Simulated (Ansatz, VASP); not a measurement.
## Two plane-wave programs on Bi

```
Bi
1.0
     3.53933    0.00000    0.00000
    -1.76967    3.06515    0.00000
     0.00000    0.00000   18.92170
Bi
2
Direct
  0.83333 0.16667 0.42279
  0.16667 0.83333 0.57721
```

Alike in both runs: task single point; functional PBE; k mesh 12 × 12 × 1; occupations fermi-dirac, width 0.08 eV; no spin polarisation.

```csv
,VASP,Ansatz
version,VASP 6.6.1,Ansatz 0.2.0
potentials or method,"VASP PAW PBE potentials, release 64 (Bi_d)","PAW with Ansatz's default frozen-core files, scalar-relativistic"
plane-wave cutoff (eV),520,420
valence electrons in the cell,30,30
```

Ansatz gave:

```
rms of the force components (eV/Å) : 0.250
```

Q: What did VASP give for the same quantities?

A: rms of the force components (eV/Å): 0.249.

Atom by atom the forces differ by 0.001 eV/Å (rms over components). With one functional, cell and mesh, what is left measures potentials, basis and numerics.

Spin-orbit coupling is off throughout.
